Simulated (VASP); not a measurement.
Sb: single point with PBEsol

Crystal: Sb.

```xyz
1
Lattice="-1.5552 1.5552 2.6753 1.5552 -1.5552 2.6753 1.5552 1.5552 -2.6753" Properties=species:S:1:pos:R:3 pbc="T T T"
Sb    0.0000    0.0000    0.0000
```

This cell differs from its parent crystal: volume scaled by 0.96.

```json
{
  "Program": "VASP 6.6.1",
  "Task": "single point",
  "Functional": "PBEsol",
  "Potentials or basis": "VASP PAW PBE potentials, release 64 (Sb)",
  "Cutoff": "520 eV",
  "k mesh": "12 × 12 × 12",
  "Occupations": "fermi-dirac, width 0.05 eV",
  "Spin": "no spin polarisation",
  "Dipole correction": "no",
  "Further INCAR settings": "ALGO = Normal; EDIFF = 1e-07; NBANDS = 8"
}
```

* Pressure: 1.6 GPa

Stress tensor (GPa, compression positive):
```
1.99 0.00 0.00
0.00 1.99 0.00
0.00 0.00 0.68
```

Levels at points of the mesh, in eV from the Fermi level:
```
           k point  band 1  band 2  band 3  band 4  band 5  band 6  band 7  band 8
(0.00, 0.00, 0.00)  -13.29    4.94    5.72    5.72    9.56   10.66   10.89   10.90
(0.50, 0.00, 0.00)   -9.23   -6.08    1.87    5.66    6.21   10.47   10.50   10.90
(0.50, 0.50, 0.00)   -6.57   -4.60   -1.05    0.59    3.44    4.33   16.01   16.11
(0.50, 0.50, 0.50)   -9.37   -5.95    2.19    2.19    5.94    6.21   18.52   18.53
```

Wall time 33 s on 1 thread of Intel(R) Xeon(R) Platinum 8488C (Sapphire Rapids), on a shared host, peak memory 0.18 GiB.

Caveat: the PAW data sets were made with another functional, which shifts forces and pressure a little; spin-orbit coupling is left out, which moves the levels of the heavy elements.
